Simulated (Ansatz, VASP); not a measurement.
**Rh in VASP and in Ansatz**

File POSCAR:

```
Rh
1.0
    2.4873517302      0.0000000000      0.0000000000
   -1.2436758651      2.1541097865      0.0000000000
    0.0000000000      0.0000000000      4.5225619073
Rh
2
Direct
    0.6666666667      0.3333333333      0.7500000000
    0.3333333333      0.6666666667      0.2500000000
```

The input INCAR.step1:

```
ALGO = Normal
EDIFF = 1E-4
ENCUT = 520
GGA = PE
ISMEAR = 0
LASPH = True
LCHARG = False
LREAL = False
LWAVE = True
NBANDS = 22
NELM = 80
PREC = Accurate
SIGMA = 0.15
```

Contents of INCAR.step2:

```
ALGO = Normal
EDIFF = 1E-6
ENCUT = 520
ISIF = 2
ISMEAR = 0
ISTART = 1
LASPH = True
LCHARG = False
LMIXTAU = True
LREAL = False
LWAVE = False
METAGGA = R2SCAN
NBANDS = 22
NELM = 80
PREC = Accurate
SIGMA = 0.15
```

Contents of KPOINTS:

```
k-points
0
Gamma
  24 24 14
```

Input for Ansatz:

```yaml
crystal:
  lattice:
    - [2.4873517302, 0.0, 0.0]
    - [-1.2436758651, 2.1541097865, 0.0]
    - [0.0, 0.0, 4.5225619073]
  atoms:
    - { symbol: Rh, position: [0.6666666667, 0.3333333333, 0.75] }
    - { symbol: Rh, position: [0.3333333333, 0.6666666667, 0.25] }
basis:
  ecutwfc: 500
kpoints:
  mp_grid: { grid: [24, 24, 14] }
hamiltonian:
  xc: r2scan
scf:
  occupations: { method: gaussian, width: 0.15 }
output:
  forces: true
  stress: true
  eigenvalues: true
```

Change from the starting cell: strain -0.080 along x and y, +0.040 along z, atoms carried along.

Alike in both runs: task single point; functional r2SCAN; k mesh 24 × 24 × 14; occupations gaussian, width 0.15 eV; no spin polarisation.

```csv
,VASP,Ansatz
version,VASP 6.6.1,Ansatz 0.2.0
potentials or method,"VASP PAW PBE potentials, release 64 (Rh_pv), cutoff 520 eV","scalar-relativistic, plane waves, PAW"
valence electrons in the cell,30,34
```

```csv
,VASP,Ansatz,Ansatz less VASP
gap on the k mesh at the Fermi level (eV),none,none,-
pressure (GPa),57.6,55.3,-2.35
"traceless stress, the component that is largest in VASP (GPa)",-39.28,-38.71,+0.566
```

VASP's potentials were made for PBE, not for r2SCAN. A gap of «none» marks a metal or a gap that the smearing closes. Both programs put the cell under a high pressure, so it lies far from rest at this level. VASP's potentials hold 30 valence electrons a cell and Ansatz's 34, so a difference there can come from the potentials and not from the codes.
